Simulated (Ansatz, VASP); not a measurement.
# ScAl3: VASP beside Ansatz

INCAR

```
SYSTEM = ScAl3
PREC = Accurate
ENCUT = 500
EDIFF = 1E-6
ISMEAR = 0
SIGMA = 0.05
LREAL = .False.
LASPH = .True.
NELM = 120
ALGO = Normal
ISIF = 2
LWAVE = .False.
LCHARG = .False.
GGA = PE
NBANDS = 18
GGA_COMPAT = .False.
```

KPOINTS

```
Automatic mesh
0
Gamma
  10 10 10
  0 0 0
```

POSCAR

```
ScAl3
1.0
    4.1047623779      0.0000000000      0.0000000000
    0.0000000000      4.1047623779      0.0000000000
    0.0000000000      0.0000000000      4.1047623779
Sc Al
1 3
Direct
    0.0000000000      0.0000000000      0.0000000000
    0.5000000000      0.0000000000      0.5000000000
    0.0000000000      0.5000000000      0.5000000000
    0.5000000000      0.5000000000      0.0000000000
```

Input for Ansatz:

```yaml
crystal:
  lattice:
    - [4.1047623779, 0.0, 0.0]
    - [0.0, 4.1047623779, 0.0]
    - [0.0, 0.0, 4.1047623779]
  atoms:
    - { symbol: Sc, position: [0.0, 0.0, 0.0] }
    - { symbol: Al, position: [0.5, 0.0, 0.5] }
    - { symbol: Al, position: [0.0, 0.5, 0.5] }
    - { symbol: Al, position: [0.5, 0.5, 0.0] }
basis:
  ecutwfc: 420
  ecutrho_ratio: 4
kpoints:
  mp_grid: { grid: [10, 10, 10] }
hamiltonian:
  xc: pbe
scf:
  occupations: { method: gaussian, width: 0.05 }
output:
  forces: true
  stress: true
  eigenvalues: true
```

Alike in both runs: task single point; functional PBE; k mesh 10 × 10 × 10; occupations gaussian, width 0.05 eV; no spin polarisation.

```csv
,VASP,Ansatz
version,VASP 6.6.1,Ansatz 0.2.0
potentials or method,"VASP PAW PBE potentials, release 64 (Sc_sv, Al), cutoff 500 eV","scalar-relativistic, plane waves, PAW"
valence electrons in the cell,20,20
```

|  | VASP | Ansatz | Ansatz less VASP |
| --- | --- | --- | --- |
| gap on the k mesh at the Fermi level (eV) | none | none | - |
| pressure (GPa) | 0.0 | 0.0 | -0.01 |

A gap of «none» marks a metal or a gap that the smearing closes.
